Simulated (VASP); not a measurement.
MgS, 2 atoms in the cell. It takes space group I4/mmm (No. 139, tetragonal). The conventional cell has a = 3.696 Å, b = 3.696 Å, c = 5.203 Å, α = 90.00°, β = 90.00°, γ = 90.00°. Mg (site symmetry 4/mmm) has 6 S at 2.60 to 2.61 Å within 3.4 Å. S (site symmetry 4/mmm) has 6 Mg at 2.60 to 2.61 Å within 3.4 Å.  This cell differs from its parent crystal: biaxial xy strain +0.5%.

- Program: VASP 6.6.1
- Task: single point
- Functional: HSE06
- Potentials or basis: VASP PAW PBE potentials, release 64 (Mg, S)
- Cutoff: 520 eV
- k mesh: 6 × 6 × 6
- Occupations: gaussian, width 0.01 eV
- Spin: no spin polarisation
- Dipole correction: no
- Grid for exact exchange (PRECFOCK): Normal
- Further INCAR settings: ALGO = Normal; EDIFF = 1e-07; NBANDS = 11
- Share of exact exchange: 0.25
- Screening parameter: 0.2079 1/Å

Potentials or basis: VASP PAW PBE potentials, release 64 (Mg, S).

Run with:

```console
$ cat potpaw_PBE.64/Mg/POTCAR potpaw_PBE.64/S/POTCAR > POTCAR
$ cp INCAR.step1 INCAR
$ mpirun -np 1 vasp_std > vasp.out
$ cp INCAR.step2 INCAR
$ mpirun -np 1 vasp_std > vasp.out
```

Hardware: 1 thread of Intel(R) Xeon(R) Platinum 8488C (Sapphire Rapids) (shared host).

**Question.** Estimate the wall time of this run.

**Answer.** Wall time 23 min on 1 thread of Intel(R) Xeon(R) Platinum 8488C (Sapphire Rapids) (shared host), peak memory 0.28 GiB. Counts: k points 30.
